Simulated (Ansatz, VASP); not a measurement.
**One calculation of C, two programs**

INCAR

```
PREC     = Accurate       # precision mode
ENCUT    = 520            # plane-wave cutoff, eV
EDIFF    = 1E-6           # SCF threshold, eV
ISMEAR   = 0              # smearing method
SIGMA    = 0.03           # smearing width, eV
LREAL    = F              # projectors in reciprocal space
LASPH    = T              # aspherical terms in the spheres
NELM     = 60             # most SCF steps
ALGO     = Normal         # electronic algorithm
ISIF     = 2              # what is computed and relaxed
LWAVE    = F              # write WAVECAR
LCHARG   = F              # write CHGCAR
NBANDS   = 11             # bands
```

The input KPOINTS:

```
regular mesh
0
Gamma
  16 16 16
```

POSCAR

```
C
1.0
    0.0629952983      2.1166507492      3.3597492418
    1.2857799660      0.0000000000      3.3826764543
    1.2227846677      2.1166507492      0.0229272125
C
2
Direct
    0.1667065656      0.8332934344      0.1667065656
    0.8332934344      0.1667065656      0.8332934344
```

Input for Ansatz:

```yaml
crystal:
  lattice:
    - [0.0629952983, 2.1166507492, 3.3597492418]
    - [1.285779966, 0.0, 3.3826764543]
    - [1.2227846677, 2.1166507492, 0.0229272125]
  atoms:
    - { symbol: C, position: [0.1667065656, 0.8332934344, 0.1667065656] }
    - { symbol: C, position: [0.8332934344, 0.1667065656, 0.8332934344] }
basis:
  ecutwfc: 420
kpoints:
  mp_grid: { grid: [16, 16, 16] }
hamiltonian:
  xc: lda
scf:
  occupations: { method: gaussian, width: 0.03 }
output:
  forces: true
  stress: true
  eigenvalues: true
```

Change from the starting cell: strain +0.0375 x Voigt [0, 0, 0, 0, 1, 0], atoms carried along.

Alike in both runs: task single point; functional LDA; k mesh 16 × 16 × 16; occupations gaussian, width 0.03 eV; no spin polarisation.

```csv
,VASP,Ansatz
version,VASP 6.6.1,Ansatz 0.2.0
potentials or method,"VASP PAW LDA potentials, release 64 (C), cutoff 520 eV","scalar-relativistic, plane waves, PAW"
valence electrons in the cell,8,8
```

```tsv
	VASP	Ansatz	Ansatz less VASP
gap on the k mesh at the Fermi level (eV)	0.19	0.19	+0.002
least direct gap on the mesh (eV)	0.27	0.27	+0.002
pressure (GPa)	0.8	0.0	-0.81
traceless stress, the component that is largest in VASP (GPa)	-0.68	0.25	+0.925
rms of the force components (eV/Å)	0.013	0.013	-0.0001
```

LDA's correlation is that of Perdew and Zunger in VASP and of Perdew and Wang (1992) in Ansatz. Atom by atom the forces differ by 0.000 eV/Å (rms over components).
